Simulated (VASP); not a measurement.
Ru: single point with PBEsol

Ru:

```xyz
2
Lattice="2.7320 0.0000 0.0000 -1.3660 2.3660 0.0000 0.0000 0.0000 4.3193" Properties=species:S:1:pos:R:3 pbc="T T T"
Ru    0.0000    1.5773    1.0798
Ru    1.3660    0.7887    3.2395
```

This cell differs from its parent crystal: volume 13.960 Å^3 an atom, c/a of the conventional cell 1.5810.

| Property | Result |
| --- | --- |
| Program | VASP 6.6.1 |
| Task | single point |
| Functional | PBEsol |
| Potentials or basis | VASP PAW PBE potentials, release 64 (Ru_pv) |
| Cutoff | 520 eV |
| k mesh | 21 × 21 × 12 |
| Occupations | gaussian, width 0.15 eV |
| Spin | no spin polarisation |

```yaml
Pressure: -14.6 GPa
Band_gap_on_the_k_mesh: zero (band 14 reaches 13.71 eV, above the bottom of band 15 at 10.65 eV)
```

Stress tensor (GPa, compression positive):
```
-14.09   0.00   0.00
  0.00 -14.09   0.00
  0.00   0.00 -15.68
```

Levels at points of the mesh, in eV from the Fermi level:
| k point | band 10 | band 11 | band 12 | band 13 | band 14 | band 15 | band 16 | band 17 | band 18 | band 19 |
| --- | --- | --- | --- | --- | --- | --- | --- | --- | --- | --- |
| (0.00, 0.00, 0.00) | -2.51 | -2.33 | -1.85 | -1.85 | -1.35 | -1.35 | 1.13 | 1.13 | 1.21 | 9.91 |
| (0.00, 0.00, 0.50) | -2.67 | -2.67 | -2.67 | -2.65 | -2.65 | 0.52 | 0.52 | 0.52 | 0.52 | 10.30 |

Wall time 120 s on 1 thread of Intel(R) Xeon(R) Platinum 8259CL CPU @ 2.50GHz (Skylake/Cascade Lake), with other jobs on the host, peak memory 0.26 GiB.

Caveat: the PAW data sets were made with another functional, which shifts forces and pressure a little.
